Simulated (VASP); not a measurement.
Input of a VASP 6.6.1 run:

INCAR

```
  PREC = Accurate
  ENCUT = 600
  EDIFF = 1E-6
  ISMEAR = 0
  SIGMA = 0.02
  LREAL = False
  LASPH = True
  NELM = 200
  ALGO = Normal
  ISIF = 2
  LWAVE = False
  LCHARG = True
  ISPIN = 2
  MAGMOM = 7 0
  LORBIT = 11
  LMAXMIX = 6
  LDAU = True
  LDAUTYPE = 2
  LDAUL = 3 -1
  LDAUU = 11 0
  LDAUJ = 0 0
  LDAUPRINT = 1
  GGA = PE
  LELF = True
  LVHAR = True
  NBANDS = 22
  GGA_COMPAT = False
```

The input KPOINTS:

```
Automatic mesh
0
Gamma
  10 10 10
```

POSCAR

```
EuS
1.0
    0.0000000000      2.9785000000      2.9785000000
    2.9785000000      0.0000000000      2.9785000000
    2.9785000000      2.9785000000      0.0000000000
Eu S
1 1
Direct
    0.0000000000      0.0000000000      0.0000000000
    0.5000000000      0.5000000000      0.5000000000
```

Potentials or basis: VASP PAW PBE potentials, release 64 (Eu, S).

Run with:

```console
$ cat potpaw_PBE.64/Eu/POTCAR potpaw_PBE.64/S/POTCAR > POTCAR
$ mpirun -np 1 vasp_std > vasp.out
```

What does it give for the pressure?

2.3 GPa.

Predict the net moment.

7.00 μB per cell.

Estimate the site moments.

Eu +6.76; S -0.06 μB.

Eigenvalues of the final occupation matrices:
```csv
site,spin,trace,eigenvalues
site 1 f,1,6.88,0.98 0.98 0.98 0.98 0.98 0.98 0.98
site 1 f,2,0.01,0.00 0.00 0.00 0.00 0.00 0.00 0.00
```

Caveat: spin-orbit coupling is left out, which moves the levels of the heavy elements; a cell with one magnetic atom can't hold antiferromagnetic order, which such compounds often take. The state reached can hang on the start; a lower one may exist.
